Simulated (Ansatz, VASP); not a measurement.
**P in VASP and in Ansatz**

Contents of INCAR:

```
PREC     = Accurate       # precision mode
ENCUT    = 520            # plane-wave cutoff, eV
EDIFF    = 1E-6           # SCF threshold, eV
ISMEAR   = 0              # smearing method
SIGMA    = 0.15           # smearing width, eV
LREAL    = False          # projectors in reciprocal space
LASPH    = True           # aspherical terms in the spheres
NELM     = 100            # most SCF steps
ALGO     = Normal         # electronic algorithm
ISIF     = 2              # what is computed and relaxed
LWAVE    = False          # write WAVECAR
LCHARG   = True           # write CHGCAR
GGA      = PS             # functional
IVDW     = 12             # dispersion correction
LELF     = True           # ELF
LVHAR    = True         
NBANDS   = 8              # bands
```

File KPOINTS:

```
Automatic mesh
0
Gamma
  12 12 12
```

POSCAR

```
P
1.0
    4.2729048574      0.0000000000     -0.1068226214
    0.0000000000      4.2729048574      0.0000000000
   -0.1094500000      0.0000000000      4.3780000000
P
1
Direct
    0.0000000000      0.0000000000      0.0000000000
```

Input for Ansatz:

```yaml
crystal:
  lattice:
    - [4.2729048574, 0.0, -0.1068226214]
    - [0.0, 4.2729048574, 0.0]
    - [-0.10945, 0.0, 4.378]
  atoms:
    - { symbol: P, position: [0.0, 0.0, 0.0] }
basis:
  ecutwfc: 420
kpoints:
  mp_grid: { grid: [12, 12, 12] }
hamiltonian:
  xc: pbesol
  dispersion: d3bj
scf:
  occupations: { method: gaussian, width: 0.15 }
output:
  forces: true
  stress: true
  eigenvalues: true
```

Change from the starting cell: strain -0.0500 x Voigt [0, 0, 0, 0, 1, 0], atoms carried along.

Alike in both runs: task single point; functional PBEsol; dispersion D3(BJ); k mesh 12 × 12 × 12; occupations gaussian, width 0.15 eV; no spin polarisation.

|  | VASP | Ansatz |
| --- | --- | --- |
| version | VASP 6.6.1 | Ansatz 0.2.0 |
| potentials or method | VASP PAW PBE potentials, release 64 (P), cutoff 520 eV | scalar-relativistic, plane waves, PAW |
| valence electrons in the cell | 5 | 5 |

|  | VASP | Ansatz | Ansatz less VASP |
| --- | --- | --- | --- |
| gap on the k mesh at the Fermi level (eV) | none | none | - |
| pressure (GPa) | -4.0 | -4.0 | +0.01 |
| traceless stress, the component that is largest in VASP (GPa) | 0.28 | 0.28 | 0.000 |

VASP's potentials were made for PBE, not for PBEsol. A gap of «none» marks a metal or a gap that the smearing closes.
